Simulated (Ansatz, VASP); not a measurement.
## Two plane-wave programs on TaSi2

```
Ta Si
1.0
     4.80656    0.00000    0.00000
    -2.40328    4.16260    0.00000
     0.00000    0.00000    6.59664
Ta Si
3 6
Direct
  0.50000 0.00000 0.00000
  0.50000 0.50000 0.66667
  0.00000 0.50000 0.33333
  0.15884 0.31768 0.00000
  0.84116 0.15884 0.66667
  0.68232 0.84116 0.33333
  0.84116 0.68232 0.00000
  0.15884 0.84116 0.66667
  0.31768 0.15884 0.33333
```

Alike in both runs: functional PBE; k mesh 6 × 6 × 6; occupations gaussian, width 0.1 eV; no spin polarisation.

Ansatz relaxed the structure, and its values are those at the end. VASP's run is a single point on that final structure, the one shown.

|  | VASP | Ansatz |
| --- | --- | --- |
| version | VASP 6.6.1 | Ansatz 0.2.0 |
| potentials or method | VASP PAW PBE potentials, release 64 (Ta_pv, Si), cutoff 520 eV | scalar-relativistic, plane waves, PAW |
| valence electrons in the cell | 57 | 63 |

Ansatz gave:

```
gap on the k mesh at the Fermi level (eV) : none
pressure (GPa)                            : 0.0
rms of the force components (eV/Å)        : 0.003
```

Problem. Which values does VASP return?

Solution. gap on the k mesh at the Fermi level (eV): none; pressure (GPa): 0.1; rms of the force components (eV/Å): 0.001.

A gap of «none» marks a metal or a gap that the smearing closes. VASP's potentials hold 57 valence electrons a cell and Ansatz's 63, so a difference there can come from the potentials and not from the codes.

Neither program's run includes spin-orbit coupling.
